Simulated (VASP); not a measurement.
Runs of VASP 6.6.1 on AgB2. The structure is that of space group P6/mmm (No. 191), or close to it. The cells are those of the table. 

```tsv
cell	gap on the mesh (eV)	pressure (GPa)
a = 3.125, b = 3.125, c = 4.195 Å, angles 90.0, 90.0, 120.0°, 3 atoms	none	-12.4
a = 3.001, b = 3.001, c = 4.030 Å, angles 90.0, 90.0, 120.0°, 3 atoms	none	(a)
a = 3.076, b = 3.076, c = 4.131 Å, angles 90.0, 90.0, 120.0°, 3 atoms	none	-7.3
a = 2.922, b = 2.922, c = 3.924 Å, angles 90.0, 90.0, 120.0°, 3 atoms	none	19.2
a = 2.949, b = 2.949, c = 3.960 Å, angles 90.0, 90.0, 120.0°, 3 atoms	none	(b)
```

Alike in all rows: task single point; level PBE; potentials or basis VASP PAW PBE potentials, release 64 (Ag, B); no spin polarisation; k mesh 11 × 11 × 7; cutoff (eV) 520; smearing methfessel-paxton 0.1 eV.

Task: Fill in the values left out.

Result: (a) 3.4; (b) 13.2.

A k mesh can miss the band edges, and the runs leave out spin-orbit coupling on Ag.

A gap of «none» marks levels without a gap at the run's occupations.
